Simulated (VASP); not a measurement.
# GaSb (I-4m2) in VASP: notebook

GaSb is run at these levels: PBE; tasks: single point.

Everything below comes from runs of VASP 6.6.1. Logs are shortened: lines on timing, memory, paths and dates and some standing lists are left out, and cuts for length are marked.

### Step 1. The cell of the first run

It takes space group I-4m2 (No. 119, tetragonal). Conventional cell: a = 5.661 Å, b = 5.661 Å, c = 3.542 Å, α = 90.00°, β = 90.00°, γ = 90.00°. Ga (site symmetry -4m2) has 8 Sb at 2.97 to 3.88 Å and 2 Ga at 3.54 Å within 3.9 Å. Sb (site symmetry -4m2) has 8 Ga at 2.97 to 3.88 Å and 2 Sb at 3.54 Å within 3.9 Å.

### Step 2. Single point, PBE

INCAR reads:

```
SYSTEM = GaSb
ALGO = Normal
EDIFF = 1E-6
ENCUT = 520
GGA = PE
ISIF = 2
ISMEAR = 0
LASPH = .True.
LCHARG = .False.
LREAL = .False.
LWAVE = .False.
NBANDS = 16
NELM = 80
PREC = Accurate
SIGMA = 0.15
```

KPOINTS reads:

```
k-points
0
Gamma
  16 16 16
  0 0 0
```

POSCAR reads:

```
GaSb
1.0
   -2.8305000000      2.8305000000      1.7709000000
    2.8305000000     -2.8305000000      1.7709000000
    2.8305000000      2.8305000000     -1.7709000000
Ga Sb
1 1
Direct
    0.2500000000      0.7500000000      0.5000000000
    0.0000000000      0.0000000000      0.0000000000
```

Potentials or basis: VASP PAW PBE potentials, release 64 (Ga_d, Sb).

Launch:

```bash
> cat potpaw_PBE.64/Ga_d/POTCAR potpaw_PBE.64/Sb/POTCAR > POTCAR
> mpirun -np 1 vasp_std > vasp.out
```

OUTCAR:

```text
SYSTEM = GaSb
   EDIFF = 1E-6
   ENCUT = 520
   GGA = PE
   ISIF = 2
   ISMEAR = 0
   LASPH = .True.
   LREAL = .False.
   NELM = 80
   PREC = Accurate

 ion  position               nearest neighbor table
   1  0.250  0.750  0.500-   2 2.97   2 2.97   2 2.97   2 2.97
   2  0.000  0.000  0.000-   1 2.97   1 2.97   1 2.97   1 2.97

  LATTYP: Found a body centered tetragonal cell.
 ALAT       =     5.6610000000
 C/A-ratio  =     0.6256491786

  Lattice vectors:

 A1 = (  -2.8305000000,   2.8305000000,   1.7709000000)
 A2 = (   2.8305000000,  -2.8305000000,   1.7709000000)
 A3 = (   2.8305000000,   2.8305000000,  -1.7709000000)

Analysis of symmetry for initial positions (statically):
=====================================================================
 Subroutine PRICEL returns:
 Original cell was already a primitive cell.

 Routine SETGRP: Setting up the symmetry group for a
 body centered tetragonal supercell.

 Subroutine GETGRP returns: Found  8 space group operations
 (whereof  8 operations were pure point group operations)
 out of a pool of 16 trial point group operations.

The static configuration has the point symmetry D_2d.

Analysis of symmetry for dynamics (positions and initial velocities):
=====================================================================
 Subroutine PRICEL returns:
 Original cell was already a primitive cell.

 Routine SETGRP: Setting up the symmetry group for a
 body centered tetragonal supercell.

 Subroutine GETGRP returns: Found  8 space group operations
 (whereof  8 operations were pure point group operations)
 out of a pool of 16 trial point group operations.

The dynamic configuration has the point symmetry D_2d.

 Subroutine INISYM returns: Found  8 space group operations
 (whereof  8 operations are pure point group operations),
 and found     1 'primitive' translations

----------------------------------------------------------------------------------------

                                     Primitive cell

  volume of cell :      56.7519

  direct lattice vectors                    reciprocal lattice vectors
    -2.830500000  2.830500000  1.770900000     0.000000000  0.176647235  0.282342312
     2.830500000 -2.830500000  1.770900000     0.176647235  0.000000000  0.282342312
     2.830500000  2.830500000 -1.770900000     0.176647235  0.176647235  0.000000000

  length of vectors
     4.377162016  4.377162016  4.377162016     0.333048685  0.333048685  0.249816916

  position of ions in fractional coordinates (direct lattice)
     0.250000000  0.750000000  0.500000000
     0.000000000  0.000000000  0.000000000

  ion indices of the primitive-cell ions
   primitive index   ion index
                 1           1
                 2           2

----------------------------------------------------------------------------------------

 KPOINTS: k-points

Automatic generation of k-mesh.
 Grid dimensions read from file:
 generate k-points for:   16   16   16

 Generating k-lattice:

  Cartesian coordinates                     Fractional coordinates (reciprocal lattice)
     0.000000000  0.011040452  0.017646394     0.062500000  0.000000000  0.000000000
     0.011040452  0.000000000  0.017646394     0.000000000  0.062500000  0.000000000
     0.011040452  0.011040452  0.000000000     0.000000000  0.000000000  0.062500000

  Length of vectors
     0.020815543  0.020815543  0.015613557

  Shift w.r.t. Gamma in fractional coordinates (k-lattice)
     0.000000000  0.000000000  0.000000000

 Subroutine IBZKPT returns following result:
 ===========================================

 Found    349 irreducible k-points:

 Following reciprocal coordinates:
            Coordinates               Weight
  0.000000  0.000000  0.000000      1.000000
  0.062500  0.000000  0.000000      8.000000
  0.125000  0.000000  0.000000      8.000000
  0.187500  0.000000  0.000000      8.000000
  0.250000  0.000000  0.000000      8.000000
  0.312500  0.000000  0.000000      8.000000
[... 16 lines left out ...]
 -0.125000  0.062500  0.000000     16.000000
 -0.062500  0.062500  0.000000      4.000000
 [... further k-points ...]
   k-points           NKPTS =    349   k-points in BZ     NKDIM =    349   number of bands    NBANDS=     16
   number of dos      NEDOS =    301   number of ions     NIONS =      2
   total plane-waves  NPLWV =  46656
   dimension x,y,z NGX =    36 NGY =   36 NGZ =   36
   dimension x,y,z NGXF=    72 NGYF=   72 NGZF=   72
   ions per type =               1   1
   NGX,Y,Z   is equivalent  to a cutoff of  13.67, 13.67, 13.67 a.u.
   NGXF,Y,Z  is equivalent  to a cutoff of  27.35, 27.35, 27.35 a.u.
 SYSTEM =  GaSb
   PREC   = accura    normal or accurate (medium, high low for compatibility)
   ISTART =      0    job   : 0-new  1-cont  2-samecut
   ICHARG =      2    charge: 1-file 2-atom 10-const
   ISPIN  =      1    spin polarized calculation?
   LNONCOLLINEAR =      F non collinear calculations
   LSORBIT =      F    spin-orbit coupling
   LASPH  =      T    aspherical Exc in radial PAW
   ENCUT  =  520.0 eV  38.22 Ry    6.18 a.u.   8.14  8.14  8.14*2*pi/ulx,y,z
   NELM   =     80;   NELMIN=  2; NELMDL= -5     # of ELM steps
   EDIFF  = 0.1E-05   stopping-criterion for ELM
   LREAL  =      F    real-space projection
   EDIFFG = 0.1E-04   stopping-criterion for IOM
   NSW    =      0    number of steps for IOM
   IBRION =     -1    ionic relax: 0-MD 1-quasi-New 2-CG
   NFREE  =      0    steps in history (QN), initial steepest desc. (CG)
   ISIF   =      2    stress and relaxation
   ISYM   =      2    0-nonsym 1-usesym 2-fastsym
   POTIM  = 0.5000    time-step for ionic-motion
   TEBEG  =    0.0;   TEEND  =   0.0 temperature during run
   PSTRESS=    0.0 pullay stress
   NELECT =      18.0000    total number of electrons
   NUPDOWN=      -1.0000    fix difference up-down
   EMIN   =  10.00;   EMAX   =-10.00  energy-range for DOS
   EFERMI =   0.00;   METHOD = LEGACY
   ISMEAR =     0;   SIGMA  =   0.15  broadening in eV -4-tet -1-fermi 0-gaus
   EFERMI_NEDOS =   21; number of points for ismear=-14 and -15
   IALGO  =     38    algorithm
   IMIX   =      4    mixing-type and parameters
     AMIX     =   0.40;   BMIX     =  1.00
     AMIX_MAG =   1.60;   BMIX_MAG =  1.00
  volume/ion in A,a.u.               =      28.38       191.49
  Fermi-wavevector in a.u.,A,eV,Ry     =   1.116449  2.109783 16.959095  1.246458
  Thomas-Fermi vector in A             =   2.253063
   LORBIT       =      0    0 simple, 1 ext, 2 COOP (PROOUT), +10 PAW based schemes
   GGA     = PE    functional components
   LHFCALC =     F    Hartree Fock is set to
   AEXX    =    0.0000 exact exchange contribution
   IVDW    =     0    specifies the selected vdW correction
   LEPSILON=     F    determine dielectric tensor
   LRPA    =     F    only Hartree local field effects (RPA)
 non-spin polarized calculation
 Gauss-broadening in eV      SIGMA  =   0.15
  energy-cutoff  :      520.00
  volume of cell :       56.75
 maximum number of plane-waves:      1562
 NGX is ok and might be reduce to    36
   NGX = 17   NGY = 17   NGZ = 17

 number of electron      17.9999996 magnetization

 Free energy of the ion-electron system (eV)
  ---------------------------------------------------
  ext. energy  EPLUGINS =         0.00000000
  ---------------------------------------------------
  free energy    TOTEN  =        -6.81612252 eV

  energy without entropy =       -6.80466716  energy(sigma->0) =       -6.81039484

 E-fermi :   4.8776     XC(G=0):  -9.4970

 val. band max:        4.8759239119   @ k =   0.4375   0.3750   0.0625
 cond. band min:       4.8825404263   @ k =   0.5000   0.1250  -0.0000
 fundamental gap:      0.0066165144
 Fermi energy:         4.8775841499

 k-point     1 :       0.0000    0.0000    0.0000
  band No.  band energies     occupation
      1      -9.9509      2.00000
      2      -9.8990      2.00000
      3      -9.8990      2.00000
      4      -9.8869      2.00000
      5      -9.8786      2.00000
      6      -5.9760      2.00000
[... 8 lines left out ...]
     15      13.2618      0.00000
     16      14.5308      0.00000

 k-point     2 :       0.0625    0.0000    0.0000
  band No.  band energies     occupation
      1      -9.9488      2.00000
      2      -9.8997      2.00000
      3      -9.8997      2.00000
      4      -9.8872      2.00000
      5      -9.8781      2.00000
      6      -5.9191      2.00000
[... 8 lines left out ...]
     15      13.6305      0.00000
     16      14.2663      0.00000

 k-point     3 :       0.1250    0.0000    0.0000
  band No.  band energies     occupation
      1      -9.9430      2.00000
      2      -9.9019      2.00000
      3      -9.9018      2.00000
      4      -9.8881      2.00000
      5      -9.8769      2.00000
      6      -5.7494      2.00000
[... 8 lines left out ...]
     15      13.4073      0.00000
     16      14.2207      0.00000

 k-point     4 :       0.1875    0.0000    0.0000
  band No.  band energies     occupation
      1      -9.9344      2.00000
      2      -9.9052      2.00000
      3      -9.9051      2.00000
      4      -9.8895      2.00000
      5      -9.8750      2.00000
      6      -5.4715      2.00000
[... 8 lines left out ...]
     15      12.7609      0.00000
     16      14.3093      0.00000
[... 324 lines left out ...]
 k-point    22 :      -0.1875    0.0625   -0.0000
  band No.  band energies     occupation
      1      -9.9426      2.00000
      2      -9.9022      2.00000
      3      -9.9014      2.00000
      4      -9.8890      2.00000
      5      -9.8761      2.00000
      6      -5.6584      2.00000
[... 8 lines left out ...]
     15      13.2309      0.00000
     16      14.0641      0.00000

 k-point    23 :      -0.1250    0.0625    0.0000
  band No.  band energies     occupation
      1      -9.9485      2.00000
      2      -9.8999      2.00000
      3      -9.8993      2.00000
      4      -9.8879      2.00000
      5      -9.8776      2.00000
      6      -5.8576      2.00000
[... 8 lines left out ...]
     15      13.4121      0.00000
     16      14.0787      0.00000

 k-point    24 :      -0.0625    0.0625    0.0000
  band No.  band energies     occupation
      1      -9.9507      2.00000
      2      -9.8990      2.00000
      3      -9.8987      2.00000
      4      -9.8872      2.00000
      5      -9.8783      2.00000
      6      -5.9451      2.00000
[... 8 lines left out ...]
     15      13.1828      0.00000
     16      14.2996      0.00000

 [... further k-points ...]

------------------------ aborting loop because EDIFF is reached ----------------------------------------

  FORCE on cell =-STRESS in cart. coord.  units (eV):
  Direction    XX          YY          ZZ          XY          YZ          ZX
  --------------------------------------------------------------------------------------
  -------------------------------------------------------------------------------------
  Total       -1.6585475     -1.6585475     -2.0541558      0.0000000      0.0000000      0.0000000
  in kB      -46.8228838    -46.8228838    -57.9914025      0.0000000      0.0000000      0.0000000
  external PRESSURE =     -50.5457234 kB  Pullay stress =       0.0000000 kB

 VOLUME and BASIS-vectors are now :
 -----------------------------------------------------------------------------
  energy-cutoff  :      520.00
  volume of cell :       56.75
      direct lattice vectors                 reciprocal lattice vectors
    -2.830500000  2.830500000  1.770900000     0.000000000  0.176647235  0.282342312
     2.830500000 -2.830500000  1.770900000     0.176647235  0.000000000  0.282342312
     2.830500000  2.830500000 -1.770900000     0.176647235  0.176647235  0.000000000

 POSITION                                       TOTAL-FORCE (eV/Angst)
 -----------------------------------------------------------------------------------
      2.83050      0.00000      0.88545         0.000000     -0.000000     -0.000000
      0.00000      0.00000      0.00000        -0.000000      0.000000      0.000000
 -----------------------------------------------------------------------------------
    total drift:                                0.000000     -0.000000      0.000000

  FREE ENERGIE OF THE ION-ELECTRON SYSTEM (eV)
  ---------------------------------------------------
  free  energy   TOTEN  =        -6.8161225178 eV

  energy  without entropy=       -6.8046671633  energy(sigma->0) =       -6.81039484
```

Run time: 6.6 min. Hardware: 1 thread of AMD EPYC 7R13, shared host; peak memory 0.44 GiB.

What came out:

* Free energy: -6.8161 eV
* Pressure: -5.1 GPa
* Band gap on the k mesh: zero (bands 9 and 10 overlap by 4.07 eV)

Caveat: the cell stands under tension; spin-orbit coupling is left out, which moves the levels of the heavy elements.

### Step 3. Single point, PBE

This run uses another cell than the first one, of 28.62 Å³/atom.

INCAR reads:

```
PREC = Accurate
ENCUT = 520
EDIFF = 1E-6
ISMEAR = 0
SIGMA = 0.15
LREAL = F
LASPH = T
NELM = 100
ALGO = Normal
ISIF = 2
LWAVE = F
LCHARG = T
GGA = PE
LELF = T
LVHAR = T
NBANDS = 16
```

KPOINTS reads:

```
regular mesh
0
Gamma
  16 16 16
```

POSCAR reads:

```
GaSb
1.0
   -2.8950000000      2.8950000000      1.7076500000
    2.8950000000     -2.8950000000      1.7076500000
    2.8950000000      2.8950000000     -1.7076500000
Ga Sb
1 1
Direct
    0.2500000000      0.7500000000      0.5000000000
    0.0000000000      0.0000000000      0.0000000000
```

Potentials or basis: VASP PAW PBE potentials, release 64 (Ga_d, Sb).

Launch:

```bash
> cat potpaw_PBE.64/Ga_d/POTCAR potpaw_PBE.64/Sb/POTCAR > POTCAR
> mpirun -np 1 vasp_std > vasp.out
```

OUTCAR:

```text
PREC = Accurate
   ENCUT = 520
   EDIFF = 1E-6
   ISMEAR = 0
   LREAL = F
   LASPH = T
   NELM = 100
   ISIF = 2
   GGA = PE

 ion  position               nearest neighbor table
   1  0.250  0.750  0.500-   2 3.02   2 3.02   2 3.02   2 3.02
   2  0.000  0.000  0.000-   1 3.02   1 3.02   1 3.02   1 3.02

  LATTYP: Found a body centered tetragonal cell.
 ALAT       =     5.7900000000
 C/A-ratio  =     0.5898618307

  Lattice vectors:

[... 641 lines left out ...]

 [... further k-points ...]

------------------------ aborting loop because EDIFF is reached ----------------------------------------

  FORCE on cell =-STRESS in cart. coord.  units (eV):
  Direction    XX          YY          ZZ          XY          YZ          ZX
  --------------------------------------------------------------------------------------
  -------------------------------------------------------------------------------------
  Total       -2.0390178     -2.0390178     -2.0557205      0.0000000     -0.0000000      0.0000000
  in kB      -57.0657618    -57.0657618    -57.5332163      0.0000000     -0.0000000      0.0000000
  external PRESSURE =     -57.2215800 kB  Pullay stress =       0.0000000 kB

 VOLUME and BASIS-vectors are now :
 -----------------------------------------------------------------------------
  energy-cutoff  :      520.00
  volume of cell :       57.25
      direct lattice vectors                 reciprocal lattice vectors
    -2.895000000  2.895000000  1.707650000     0.000000000  0.172711572  0.292800047
     2.895000000 -2.895000000  1.707650000     0.172711572  0.000000000  0.292800047
     2.895000000  2.895000000 -1.707650000     0.172711572  0.172711572  0.000000000

 POSITION                                       TOTAL-FORCE (eV/Angst)
 -----------------------------------------------------------------------------------
      2.89500     -0.00000      0.85382        -0.000000      0.000000     -0.000000
      0.00000      0.00000      0.00000         0.000000     -0.000000      0.000000
 -----------------------------------------------------------------------------------
    total drift:                                0.000000     -0.000000     -0.000000

  FREE ENERGIE OF THE ION-ELECTRON SYSTEM (eV)
  ---------------------------------------------------
  free  energy   TOTEN  =        -6.8084492044 eV

  energy  without entropy=       -6.7988121960  energy(sigma->0) =       -6.80363070
```

OSZICAR:

```text
N       E                     dE             d eps       ncg     rms          rms(c)
DAV:   1     0.827446105718E+02    0.82745E+02   -0.81775E+03 11176   0.137E+03
DAV:   2    -0.459666460079E+00   -0.83204E+02   -0.80553E+02 13328   0.315E+02
DAV:   3    -0.671325746892E+01   -0.62536E+01   -0.62336E+01 13368   0.641E+01
DAV:   4    -0.682665445728E+01   -0.11340E+00   -0.11338E+00 13912   0.955E+00
DAV:   5    -0.682922117891E+01   -0.25667E-02   -0.25667E-02 14016   0.130E+00    0.188E+00
DAV:   6    -0.681116469048E+01    0.18056E-01   -0.38871E-02 14752   0.266E+00    0.104E+00
DAV:   7    -0.680840365461E+01    0.27610E-02   -0.13377E-02 16408   0.995E-01    0.216E-01
DAV:   8    -0.680841919689E+01   -0.15542E-04   -0.17645E-03 13912   0.466E-01    0.357E-02
DAV:   9    -0.680845044923E+01   -0.31252E-04   -0.12974E-04 14496   0.107E-01    0.225E-02
DAV:  10    -0.680844926555E+01    0.11837E-05   -0.85812E-06 14176   0.309E-02    0.382E-03
DAV:  11    -0.680844920441E+01    0.61134E-07   -0.83029E-07  9992   0.799E-03
   1 F= -.68084492E+01 E0= -.68036307E+01  d E =-.963701E-02
```

Wall time 7.6 min (1 thread of AMD EPYC 7R13, shared host); peak memory 0.44 GiB.

What came out:

```
Free energy            : -6.8084 eV
Pressure               : -5.7 GPa
Band gap on the k mesh : zero (bands 9 and 10 overlap by 4.14 eV)
```

Caveat: the cell stands under tension; spin-orbit coupling is left out, which moves the levels of the heavy elements.
